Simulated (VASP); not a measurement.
A run of VASP 6.6.1 is set up as follows.

Contents of INCAR:

```
PREC = Accurate ; ENCUT = 520
EDIFF = 1E-6 ; ISMEAR = 0
SIGMA = 0.1 ; LREAL = F
LASPH = T ; NELM = 150
ALGO = Normal ; ISIF = 2
LWAVE = F ; LCHARG = F
ISPIN = 2 ; MAGMOM = 1 1 0
LORBIT = 11 ; LMAXMIX = 4
GGA = PE ; NBANDS = 23
```

KPOINTS

```
Automatic mesh
0
Gamma
  6 6 4
```

POSCAR

```
Ir2O
1.0
    4.2357102393      0.0000000000      0.0000000000
   -2.1178551197      3.6682326703      0.0000000000
    0.0000000000      0.0000000000      2.6277226775
Ir O
2 1
Direct
    0.3333333333      0.6666666667      0.0000000000
    0.6666666667      0.3333333333      0.0000000000
    0.0000000000      0.0000000000      0.0000000000
```

Potentials or basis: VASP PAW PBE potentials, release 64 (Ir, O).

The run is started by

```console
$ cat potpaw_PBE.64/Ir/POTCAR potpaw_PBE.64/O/POTCAR > POTCAR
$ mpirun -np 1 vasp_std > vasp.out
```

Q: What does it give for the pressure?

A: 0.2 GPa.

Q: Estimate the band gap on the k mesh.

A: Zero (filled and empty bands overlap).

Q: What does it give for the net moment?

A: 0.00 μB per cell.

Stress tensor (GPa, compression positive):
```
 0.36  0.00  0.00
 0.00  0.36  0.00
 0.00  0.00 -0.12
```

Caveat: the k points lie up to 0.60 Å⁻¹ apart; spin-orbit coupling is left out, which moves the levels of the heavy elements.
